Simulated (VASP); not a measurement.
The system is Pd.

```
Pd
1.0
     0.00000    1.94650    1.94650
     1.94650    0.00000    1.94650
     1.94650    1.94650    0.00000
Pd
1
Cartesian
  0.0000 0.0000 0.0000
```

- Program: VASP 6.6.1
- Task: relaxation of cell and atoms
- Functional: PBEsol
- Potentials or basis: VASP PAW PBE potentials, release 64 (Pd)
- Cutoff: 600 eV
- k mesh: 12 × 12 × 12
- Occupations: fermi-dirac, width 0.05 eV
- Spin: no spin polarisation

At the start: pressure -3.3 GPa; volume 14.75 Å³/atom.

Problem. Where does the relaxation end?

Solution. Over 3 steps the energy falls by 2.5 meV/atom and the volume is 14.51 Å³/atom (-1.6 %); space group Fm-3m (No. 225, to 0.05 Å).

Step by step:
```csv
step,energy change (eV),largest force (eV/Å),pressure (GPa),volume (Å³)
1,0.0000,0.0000,-3.26,14.75
2,0.0045,0.0000,6.03,14.12
3,-0.0025,0.0000,-0.03,14.51
```

Final structure:
```
Pd
1.0
     0.00000    1.93576    1.93576
     1.93576    0.00000    1.93576
     1.93576    1.93576    0.00000
Pd
1
Direct
  0.00000 0.00000 0.00000
```

Caveat: the PAW data sets were made with another functional, which shifts forces and pressure a little.
